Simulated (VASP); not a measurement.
# Er (Im-3m) in VASP: single point with LDA

Aim: the single point of Er with LDA.

Program: VASP 6.6.1. These are calculated values, not measurements. Logs are shortened: lines on timing, memory, paths and dates and some standing lists are left out, and cuts for length are marked.

## Step 1: The cell of the first run

Symmetry: Im-3m, No. 229, cubic system. Conventional cell: a = 3.956 Å, b = 3.956 Å, c = 3.956 Å, α = 90.00°, β = 90.00°, γ = 90.00°. Er (site symmetry m-3m) has 14 Er at 3.43 to 3.96 Å within 4.5 Å.

This isn't the form of Er at room conditions, which is hcp.

## Step 2: Single point, LDA, collinear spin, ferromagnetic start

INCAR

```
  PREC = Accurate
  ENCUT = 600
  EDIFF = 1E-6
  ISMEAR = -1
  SIGMA = 0.1
  LREAL = F
  LASPH = T
  NELM = 200
  ALGO = Normal
  ISIF = 2
  LWAVE = F
  LCHARG = F
  ISPIN = 2
  MAGMOM = 3
  LORBIT = 11
  LMAXMIX = 6
  GGA = CA
  NBANDS = 21
  GGA_COMPAT = F
```

KPOINTS

```
regular mesh
0
Gamma
  6 6 6
```

POSCAR

```
Er
1.0
   -1.9779380000      1.9779380000      1.9779380000
    1.9779380000     -1.9779380000      1.9779380000
    1.9779380000      1.9779380000     -1.9779380000
Er
1
Direct
    0.0000000000      0.0000000000      0.0000000000
```

Potentials or basis: VASP PAW PBE potentials, release 64 (Er).

The run is started by

```console
> cat potpaw_PBE.64/Er/POTCAR > POTCAR
> mpirun -np 1 vasp_std > vasp.out
```

OUTCAR:

```text
PREC = Accurate
   ENCUT = 600
   EDIFF = 1E-6
   ISMEAR = -1
   LREAL = F
   LASPH = T
   NELM = 200
   ISIF = 2
   ISPIN = 2
   LORBIT = 11
   GGA = CA

 ion  position               nearest neighbor table
   1  0.000  0.000  0.000-

  LATTYP: Found a body centered cubic cell.
 ALAT       =     3.9558760000

  Lattice vectors:

 A1 = (  -1.9779380000,   1.9779380000,   1.9779380000)
 A2 = (   1.9779380000,  -1.9779380000,   1.9779380000)
 A3 = (   1.9779380000,   1.9779380000,  -1.9779380000)

Analysis of symmetry for initial positions (statically):
=====================================================================
 Subroutine PRICEL returns:
 Original cell was already a primitive cell.

 Routine SETGRP: Setting up the symmetry group for a
 body centered cubic supercell.

 Subroutine GETGRP returns: Found 48 space group operations
 (whereof 48 operations were pure point group operations)
 out of a pool of 48 trial point group operations.

The static configuration has the point symmetry O_h .

Analysis of symmetry for dynamics (positions and initial velocities):
=====================================================================
 Subroutine PRICEL returns:
 Original cell was already a primitive cell.

 Routine SETGRP: Setting up the symmetry group for a
 body centered cubic supercell.

 Subroutine GETGRP returns: Found 48 space group operations
 (whereof 48 operations were pure point group operations)
 out of a pool of 48 trial point group operations.

The dynamic configuration has the point symmetry O_h .

Analysis of structural, dynamic, and magnetic symmetry:
=====================================================================
 Subroutine PRICEL returns:
 Original cell was already a primitive cell.

 Routine SETGRP: Setting up the symmetry group for a
 body centered cubic supercell.

 Subroutine GETGRP returns: Found 48 space group operations
 (whereof 48 operations were pure point group operations)
 out of a pool of 48 trial point group operations.

The overall configuration has the point symmetry O_h .

 Subroutine INISYM returns: Found 48 space group operations
 (whereof 48 operations are pure point group operations),
 and found     1 'primitive' translations

----------------------------------------------------------------------------------------

                                     Primitive cell

  volume of cell :      30.9527

  direct lattice vectors                    reciprocal lattice vectors
    -1.977938000  1.977938000  1.977938000     0.000000000  0.252788510  0.252788510
     1.977938000 -1.977938000  1.977938000     0.252788510  0.000000000  0.252788510
     1.977938000  1.977938000 -1.977938000     0.252788510  0.252788510  0.000000000

  length of vectors
     3.425889110  3.425889110  3.425889110     0.357496939  0.357496939  0.357496939

  position of ions in fractional coordinates (direct lattice)
     0.000000000  0.000000000  0.000000000

  ion indices of the primitive-cell ions
   primitive index   ion index
                 1           1

----------------------------------------------------------------------------------------

 KPOINTS: regular mesh

Automatic generation of k-mesh.
 Grid dimensions read from file:
 generate k-points for:    6    6    6

 Generating k-lattice:

  Cartesian coordinates                     Fractional coordinates (reciprocal lattice)
     0.000000000  0.042131418  0.042131418     0.166666667  0.000000000  0.000000000
     0.042131418  0.000000000  0.042131418     0.000000000  0.166666667  0.000000000
     0.042131418  0.042131418  0.000000000     0.000000000  0.000000000  0.166666667

  Length of vectors
     0.059582823  0.059582823  0.059582823

  Shift w.r.t. Gamma in fractional coordinates (k-lattice)
     0.000000000  0.000000000  0.000000000

 Subroutine IBZKPT returns following result:
 ===========================================

 Found     16 irreducible k-points:

 Following reciprocal coordinates:
            Coordinates               Weight
  0.000000  0.000000  0.000000      1.000000
  0.166667  0.000000  0.000000     12.000000
  0.333333  0.000000  0.000000     12.000000
  0.500000  0.000000  0.000000      6.000000
  0.166667  0.166667  0.000000     24.000000
  0.333333  0.166667  0.000000     48.000000
[... 8 lines left out ...]
  0.500000  0.500000  0.333333     12.000000
  0.500000  0.500000  0.500000      1.000000
   k-points           NKPTS =     16   k-points in BZ     NKDIM =     16   number of bands    NBANDS=     21
   number of dos      NEDOS =    301   number of ions     NIONS =      1
   total plane-waves  NPLWV =  21952
   dimension x,y,z NGX =    28 NGY =   28 NGZ =   28
   dimension x,y,z NGXF=    56 NGYF=   56 NGZF=   56
   ions per type =               1
   NGX,Y,Z   is equivalent  to a cutoff of  13.59, 13.59, 13.59 a.u.
   NGXF,Y,Z  is equivalent  to a cutoff of  27.17, 27.17, 27.17 a.u.
 SYSTEM =  unknown system
   PREC   = accura    normal or accurate (medium, high low for compatibility)
   ISTART =      0    job   : 0-new  1-cont  2-samecut
   ICHARG =      2    charge: 1-file 2-atom 10-const
   ISPIN  =      2    spin polarized calculation?
   LNONCOLLINEAR =      F non collinear calculations
   LSORBIT =      F    spin-orbit coupling
   LASPH  =      T    aspherical Exc in radial PAW
   ENCUT  =  600.0 eV  44.10 Ry    6.64 a.u.   6.84  6.84  6.84*2*pi/ulx,y,z
   NELM   =    200;   NELMIN=  2; NELMDL= -5     # of ELM steps
   EDIFF  = 0.1E-05   stopping-criterion for ELM
   LREAL  =      F    real-space projection
   EDIFFG = 0.1E-04   stopping-criterion for IOM
   NSW    =      0    number of steps for IOM
   IBRION =     -1    ionic relax: 0-MD 1-quasi-New 2-CG
   NFREE  =      0    steps in history (QN), initial steepest desc. (CG)
   ISIF   =      2    stress and relaxation
   ISYM   =      2    0-nonsym 1-usesym 2-fastsym
   POTIM  = 0.5000    time-step for ionic-motion
   TEBEG  =    0.0;   TEEND  =   0.0 temperature during run
   PSTRESS=    0.0 pullay stress
   NELECT =      22.0000    total number of electrons
   NUPDOWN=      -1.0000    fix difference up-down
   EMIN   =  10.00;   EMAX   =-10.00  energy-range for DOS
   EFERMI =   0.00;   METHOD = LEGACY
   ISMEAR =    -1;   SIGMA  =   0.10  broadening in eV -4-tet -1-fermi 0-gaus
   EFERMI_NEDOS =   21; number of points for ismear=-14 and -15
   IALGO  =     38    algorithm
   IMIX   =      4    mixing-type and parameters
     AMIX     =   0.40;   BMIX     =  1.00
     AMIX_MAG =   1.60;   BMIX_MAG =  1.00
  volume/ion in A,a.u.               =      30.95       208.88
  Fermi-wavevector in a.u.,A,eV,Ry     =   1.460998  2.760887 29.041855  2.134516
  Thomas-Fermi vector in A             =   2.577382
   LORBIT       =     11    0 simple, 1 ext, 2 COOP (PROOUT), +10 PAW based schemes
   GGA     = CA    functional components
   LHFCALC =     F    Hartree Fock is set to
   AEXX    =    0.0000 exact exchange contribution
   IVDW    =     0    specifies the selected vdW correction
   LEPSILON=     F    determine dielectric tensor
   LRPA    =     F    only Hartree local field effects (RPA)
 spin polarized calculation
  energy-cutoff  :      600.00
  volume of cell :       30.95
 maximum number of plane-waves:      1055
   NGX = 13   NGY = 13   NGZ = 13

 number of electron      22.0000012 magnetization       2.2477232

 Free energy of the ion-electron system (eV)
  ---------------------------------------------------
  ext. energy  EPLUGINS =         0.00000000
  ---------------------------------------------------
  free energy    TOTEN  =        -5.53173987 eV

  energy without entropy =       -5.13228970  energy(sigma->0) =       -5.33201478

 E-fermi :   2.1592     XC(G=0): -10.4551

 val. band max:        2.1586590580   @ k =   0.3333   0.3333   0.0000
 cond. band min:       2.1656198215   @ k =   0.0000   0.0000   0.0000
 fundamental gap:      0.0069607635
 Fermi energy:         2.1591893416

 spin component 1

 k-point     1 :       0.0000    0.0000    0.0000
  band No.  band energies     occupation
      1     -46.7151      1.00000
      2     -20.7182      1.00000
      3     -20.7182      1.00000
      4     -20.7182      1.00000
      5      -3.0358      1.00000
      6       0.3140      1.00000
[... 13 lines left out ...]
     20      13.7087      0.00000
     21      21.4247      0.00000

 k-point     2 :       0.1667    0.0000    0.0000
  band No.  band energies     occupation
      1     -46.7023      1.00000
      2     -20.8931      1.00000
      3     -20.7726      1.00000
      4     -20.7192      1.00000
      5      -2.2483      1.00000
      6       0.3227      1.00000
[... 13 lines left out ...]
     20      15.4632      0.00000
     21      17.8647      0.00000

 k-point     3 :       0.3333    0.0000    0.0000
  band No.  band energies     occupation
      1     -46.6766      1.00000
      2     -21.2235      1.00000
      3     -20.8792      1.00000
      4     -20.7212      1.00000
      5      -0.5299      1.00000
      6       0.3236      1.00000
[... 13 lines left out ...]
     20      17.1129      0.00000
     21      18.6080      0.00000
[... 265 lines left out ...]
 k-point    15 :       0.5000    0.5000    0.3333
  band No.  band energies     occupation
      1     -46.6347      1.00000
      2     -21.2302      1.00000
      3     -21.1185      1.00000
      4     -21.0693      1.00000
      5       0.3380      1.00000
      6       0.3479      1.00000
[... 13 lines left out ...]
     20      15.5361      0.00000
     21      18.6711      0.00000

 k-point    16 :       0.5000    0.5000    0.5000
  band No.  band energies     occupation
      1     -46.6251      1.00000
      2     -21.1790      1.00000
      3     -21.1790      1.00000
      4     -21.1790      1.00000
      5       0.3425      1.00000
      6       0.3568      1.00000
[... 13 lines left out ...]
     20      12.7475      0.00000
     21      19.9252      0.00000
 Fermi energy:         2.1591893416

 spin component 2

 k-point     1 :       0.0000    0.0000    0.0000
  band No.  band energies     occupation
      1     -45.8092      1.00000
      2     -20.0633      1.00000
      3     -20.0633      1.00000
      4     -20.0633      1.00000
      5      -3.0202      1.00000
      6       1.9494      0.89074
[... 13 lines left out ...]
     20      13.7466      0.00000
     21      21.5127      0.00000

 k-point     2 :       0.1667    0.0000    0.0000
  band No.  band energies     occupation
      1     -45.7953      1.00000
      2     -20.2522      1.00000
      3     -20.1213      1.00000
      4     -20.0644      1.00000
      5      -2.2208      1.00000
      6       1.9393      0.90014
[... 13 lines left out ...]
     20      15.5961      0.00000
     21      17.9151      0.00000

 k-point     3 :       0.3333    0.0000    0.0000
  band No.  band energies     occupation
      1     -45.7675      1.00000
      2     -20.6074      1.00000
      3     -20.2351      1.00000
      4     -20.0669      1.00000
      5      -0.4880      1.00000
      6       1.9517      0.88843
[... 13 lines left out ...]
     20      17.3116      0.00000
     21      18.6946      0.00000
[... 265 lines left out ...]
 k-point    15 :       0.5000    0.5000    0.3333
  band No.  band energies     occupation
      1     -45.7223      1.00000
      2     -20.6118      1.00000
      3     -20.4912      1.00000
      4     -20.4392      1.00000
      5       1.3466      0.99970
      6       1.4799      0.99888
[... 13 lines left out ...]
     20      15.7005      0.00000
     21      18.9043      0.00000

 k-point    16 :       0.5000    0.5000    0.5000
  band No.  band energies     occupation
      1     -45.7119      1.00000
      2     -20.5558      1.00000
      3     -20.5558      1.00000
      4     -20.5558      1.00000
      5       1.0626      0.99998
      6       1.0626      0.99998
[... 13 lines left out ...]
     20      12.8989      0.00000
     21      20.4186      0.00000

------------------------ aborting loop because EDIFF is reached ----------------------------------------

  FORCE on cell =-STRESS in cart. coord.  units (eV):
  Direction    XX          YY          ZZ          XY          YZ          ZX
  --------------------------------------------------------------------------------------
  -------------------------------------------------------------------------------------
  Total       -0.4415099     -0.4415099     -0.4415099     -0.0000000      0.0000000      0.0000000
  in kB      -22.8535179    -22.8535179    -22.8535179     -0.0000000      0.0000000      0.0000000
  external PRESSURE =     -22.8535179 kB  Pullay stress =       0.0000000 kB

 VOLUME and BASIS-vectors are now :
 -----------------------------------------------------------------------------
  energy-cutoff  :      600.00
  volume of cell :       30.95
      direct lattice vectors                 reciprocal lattice vectors
    -1.977938000  1.977938000  1.977938000     0.000000000  0.252788510  0.252788510
     1.977938000 -1.977938000  1.977938000     0.252788510  0.000000000  0.252788510
     1.977938000  1.977938000 -1.977938000     0.252788510  0.252788510  0.000000000

 POSITION                                       TOTAL-FORCE (eV/Angst)
 -----------------------------------------------------------------------------------
      0.00000      0.00000      0.00000        -0.000000     -0.000000     -0.000000
 -----------------------------------------------------------------------------------
    total drift:                                0.000000      0.000000      0.000000

  FREE ENERGIE OF THE ION-ELECTRON SYSTEM (eV)
  ---------------------------------------------------
  free  energy   TOTEN  =        -5.5317398685 eV

  energy  without entropy=       -5.1322896960  energy(sigma->0) =       -5.33201478

 total charge

# of ion       s       p       d       f       tot
--------------------------------------------------
    1        2.141   5.730   0.362  11.435  19.667

 magnetization (x)

# of ion       s       p       d       f       tot
--------------------------------------------------
    1        0.003  -0.022  -0.005   2.316   2.291
```

It took 40 s on 1 thread of AMD EPYC 7R43 (Zen 3), shared host; peak memory 0.13 GiB.

What came out:

```yaml
Free_energy: -5.5317 eV
Pressure: -2.3 GPa
Net_moment: 2.25 μB per cell
Site_moments: Er +2.29 μB
Valence_electrons_inside_the_program's_atomic_spheres: Er 19.67
```

Caveat: the k points lie up to 0.37 Å⁻¹ apart; the magnetic or orbital state may not be the lowest; the PAW data sets were made with another functional, which shifts forces and pressure a little; spin-orbit coupling is left out, which moves the levels of the heavy elements; semilocal functionals describe open f shells poorly, which spoils levels, moments and volumes.
